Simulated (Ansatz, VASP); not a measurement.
**One calculation of WC, two programs**

INCAR

```
SYSTEM = WC
PREC = Accurate
ENCUT = 520
EDIFF = 1E-7
ISMEAR = 0
SIGMA = 0.15
LREAL = .False.
LASPH = .True.
NELM = 80
ALGO = Normal
ISIF = 2
LWAVE = .False.
LCHARG = .False.
GGA = PE
NBANDS = 46
```

The input KPOINTS:

```
regular mesh
0
Gamma
  14 14 14
  0 0 0
```

The input POSCAR:

```
WC
1.0
    4.3800217153      0.0000000000      0.0000000000
    0.0000000000     -4.3800217153      0.0000000000
    0.0000000000      0.0000000000     -4.3800217153
W C
4 4
Direct
    0.0000000000      1.0000000000      1.0000000000
    0.5000000000      0.5000000000      1.0000000000
    0.5000000000      1.0000000000      0.5000000000
    0.0000000000      0.5000000000      0.5000000000
    0.5000000000      0.0000000000      0.0000000000
    0.0000000000      0.5000000000      0.0000000000
    0.0000000000      0.0000000000      0.5000000000
    0.5000000000      0.5000000000      0.5000000000
```

Input for Ansatz:

```yaml
crystal:
  lattice:
    - [4.3800217153, 0.0, 0.0]
    - [0.0, -4.3800217153, 0.0]
    - [0.0, 0.0, -4.3800217153]
  atoms:
    - { symbol: W, position: [0.0, 1.0, 1.0] }
    - { symbol: W, position: [0.5, 0.5, 1.0] }
    - { symbol: W, position: [0.5, 1.0, 0.5] }
    - { symbol: W, position: [0.0, 0.5, 0.5] }
    - { symbol: C, position: [0.5, 0.0, 0.0] }
    - { symbol: C, position: [0.0, 0.5, 0.0] }
    - { symbol: C, position: [0.0, 0.0, 0.5] }
    - { symbol: C, position: [0.5, 0.5, 0.5] }
basis:
  ecutwfc: 420
kpoints:
  mp_grid: { grid: [14, 14, 14] }
hamiltonian:
  xc: pbe
scf:
  occupations: { method: gaussian, width: 0.15 }
output:
  forces: true
  stress: true
  eigenvalues: true
```

Alike in both runs: task single point; functional PBE; k mesh 14 × 14 × 14; occupations gaussian, width 0.15 eV; no spin polarisation.

```csv
,VASP,Ansatz
version,VASP 6.6.1,Ansatz 0.2.0
potentials or method,"VASP PAW PBE potentials, release 64 (W_sv, C), cutoff 520 eV","scalar-relativistic, plane waves, PAW"
valence electrons in the cell,72,72
```

```csv
,VASP,Ansatz,Ansatz less VASP
gap on the k mesh at the Fermi level (eV),none,none,-
pressure (GPa),0.9,0.0,-0.90
```

A gap of «none» marks a metal or a gap that the smearing closes.

Neither program's run includes spin-orbit coupling.
